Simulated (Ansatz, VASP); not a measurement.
# BN in VASP and in Ansatz

Contents of INCAR:

```
PREC = Accurate
ENCUT = 600
EDIFF = 1E-7
ISMEAR = 0
SIGMA = 0.02
LREAL = F
LASPH = T
NELM = 120
ALGO = Normal
ISIF = 3
LWAVE = F
LCHARG = F
IBRION = 2
NSW = 100
EDIFFG = -0.002
GGA_COMPAT = F
NELMIN = 4
```

The input KPOINTS:

```
Automatic mesh
0
Gamma
  12 12 6
```

POSCAR

```
BN
1.0
    2.5224740953      0.0000000000      0.0000000000
   -1.2612370476      2.1845266469      0.0000000000
    0.0000000000      0.0000000000      4.1751807468
B N
2 2
Direct
    0.6666666667      0.3333333333      0.9996955531
    0.3333333333      0.6666666667      0.4996955531
    0.6666666667      0.3333333333      0.6253044469
    0.3333333333      0.6666666667      0.1253044469
```

Input for Ansatz:

```yaml
crystal:
  lattice:
    - [2.5224740953, 0.0, 0.0]
    - [-1.2612370476, 2.1845266469, 0.0]
    - [0.0, 0.0, 4.1751807468]
  atoms:
    - { symbol: B, position: [0.6666666667, 0.3333333333, 0.9996955531] }
    - { symbol: B, position: [0.3333333333, 0.6666666667, 0.4996955531] }
    - { symbol: "N", position: [0.6666666667, 0.3333333333, 0.6253044469] }
    - { symbol: "N", position: [0.3333333333, 0.6666666667, 0.1253044469] }
basis:
  ecutwfc: 420
kpoints:
  mp_grid: { grid: [12, 12, 6] }
hamiltonian:
  xc: lda
  pseudopotentials: { kind: paw, azcp: { folder: soft_1 } }
scf:
  occupations: { method: gaussian, width: 0.02 }
output:
  forces: true
  stress: true
  eigenvalues: true
relax:
  adjacent_minimum: "off"
  f_tol: 0.002
  max_steps: 80
  cell: { stress_tol: 0.02 }
```

Alike in both runs: task relaxation of cell and atoms; functional LDA; k mesh 12 × 12 × 6; occupations gaussian, width 0.02 eV; no spin polarisation.

|  | VASP | Ansatz |
| --- | --- | --- |
| version | VASP 6.6.1 | Ansatz 0.2.0 |
| potentials or method | VASP PAW LDA potentials, release 64 (B, N), cutoff 600 eV | scalar-relativistic, plane waves, PAW |
| valence electrons in the cell | 16 | 16 |

```tsv
	VASP	Ansatz	Ansatz less VASP
gap on the k mesh at the Fermi level, each at its own relaxed structure (eV)	4.91	4.92	+0.018
relaxed volume (Å³/atom)	5.77	5.75	-0.014
relaxed cell length with the largest relative difference (Å)	2.525	2.523	-0.0020
```

Ansatz warns that its potentials were made for another functional, while VASP's fit it. LDA's correlation is that of Perdew and Zunger in VASP and of Perdew and Wang (1992) in Ansatz.
